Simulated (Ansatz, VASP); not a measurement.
# MnS: VASP beside Ansatz

INCAR

```
SYSTEM = MnS
  ALGO = Normal
  EDIFF = 1E-7
  ENCUT = 520
  GGA = PS
  ISIF = 2
  ISMEAR = 1
  ISPIN = 2
  LASPH = .True.
  LCHARG = .False.
  LDAU = .True.
  LDAUJ = 0.9 0
  LDAUL = 2 -1
  LDAUPRINT = 1
  LDAUTYPE = 1
  LDAUU = 2.9 0
  LMAXMIX = 4
  LORBIT = 11
  LREAL = .False.
  LWAVE = .False.
  MAGMOM = 5.2 0
  NBANDS = 20
  NELM = 150
  PREC = Accurate
  SIGMA = 0.1
```

File KPOINTS:

```
k-points
0
Gamma
  7 6 7
  0 0 0
```

POSCAR

```
MnS
1.0
    3.0145575800      0.0539997007     -0.0023238602
    0.0539997007      3.0647609744      0.0029749418
   -0.0023238602      0.0029749418      3.0390382456
Mn S
1 1
Direct
    0.4919700000      0.4549900000      0.4945000000
    0.9918500000      0.0275700000      0.0065200000
```

Input for Ansatz:

```yaml
crystal:
  lattice:
    - [3.0145575799502686, 0.053999700664590713, -0.002323860240064004]
    - [0.053999700664590713, 3.064760974446824, 0.002974941772840557]
    - [-0.002323860240064004, 0.002974941772840557, 3.039038245582667]
  atoms:
    - { symbol: Mn, position: [0.49197, 0.45499, 0.4945], spin: 5.2 }
    - { symbol: S, position: [0.99185, 0.02757, 0.00652] }
basis:
  ecutwfc: 540.0
  xc_grid: 2
kpoints:
  mp_grid:
    grid: [7, 6, 7]
hamiltonian:
  xc: pbesol
  hubbard:
    - { species: Mn, l: d, u: 2.9, j: 0.9 }
magnetization:
  spin_polarized: true
scf:
  convergence:
    dr2_threshold: 1.0e-09
  mixing:
    algorithm: msr1
    preconditioner: kerker
  occupations:
    method: methfessel_paxton
    width: 0.1
  eigensolver:
    kind: davidson
    full_accuracy: true
output:
  forces: true
  stress: true
```

Alike in both runs: task single point; functional PBEsol; k mesh 7 × 6 × 7; occupations methfessel-paxton of order 1, width 0.1 eV; collinear spin; Hubbard terms Mn d U = 2.9 eV, J = 0.9 eV.

```csv
,VASP,Ansatz
version,VASP 6.6.1,Ansatz 0.2.0
potentials or method,"VASP PAW PBE potentials, release 64 (Mn_pv, S), cutoff 520 eV","plane waves, PAW"
valence electrons in the cell,19,21
```

```csv
,VASP,Ansatz,Ansatz less VASP
pressure (GPa),11.6,11.7,+0.14
"traceless stress, the component that is largest in VASP (GPa)",-1.03,-0.78,+0.246
rms of the force components (eV/Å),0.245,0.226,-0.0190
net moment per atom (μB),2.11,2.10,-0.012
size of the moment on the site where the two differ most (μB),4.04,3.89,-0.150
```

VASP's potentials were made for PBE, not for PBEsol. Site moments also hang on the region over which each program counts them. The programs project onto different local orbitals, so the same U acts differently, and such runs can settle in different states. Atom by atom the forces differ by 0.020 eV/Å (rms over components). VASP's potentials hold 19 valence electrons a cell and Ansatz's 21, so a difference there can come from the potentials and not from the codes. Ansatz's warnings: filled band counts differ across k points, stability check not made, stress scf threshold loose.
